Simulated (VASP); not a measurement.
The system is Ba.

```
Ba
1.0
     4.07163    0.00000    0.00000
     0.00000    4.07163    0.00000
     0.00000    0.00000    4.07163
Ba
1
Direct
  0.00000 0.00000 0.00000
```

- Program: VASP 6.6.1
- Task: relaxation of cell and atoms
- Functional: PBE
- Potentials or basis: VASP PAW PBE potentials, release 64 (Ba_sv)
- Cutoff: 600 eV
- k mesh: 8 × 8 × 8
- Occupations: fermi-dirac, width 0.1 eV
- Spin: no spin polarisation

At the start: pressure -0.4 GPa; volume 67.50 Å³/atom.

How do energy, volume and symmetry change on relaxing?

Over 4 steps the energy falls by 7.0 meV/atom and the volume is 62.78 Å³/atom (-7.0 %); space group Pm-3m (No. 221, to 0.05 Å).

Step by step:
| step | energy change (eV) | largest force (eV/Å) | pressure (GPa) | volume (Å³) |
| --- | --- | --- | --- | --- |
| 1 | 0.0000 | 0.0000 | -0.45 | 67.50 |
| 2 | -0.0043 | 0.0000 | -0.29 | 65.67 |
| 3 | -0.0069 | 0.0000 | -0.04 | 63.18 |
| 4 | -0.0070 | 0.0000 | 0.01 | 62.78 |

Final structure:
```
Ba
1.0
     3.97440    0.00000    0.00000
     0.00000    3.97440    0.00000
     0.00000    0.00000    3.97440
Ba
1
Direct
  0.00000 0.00000 0.00000
```
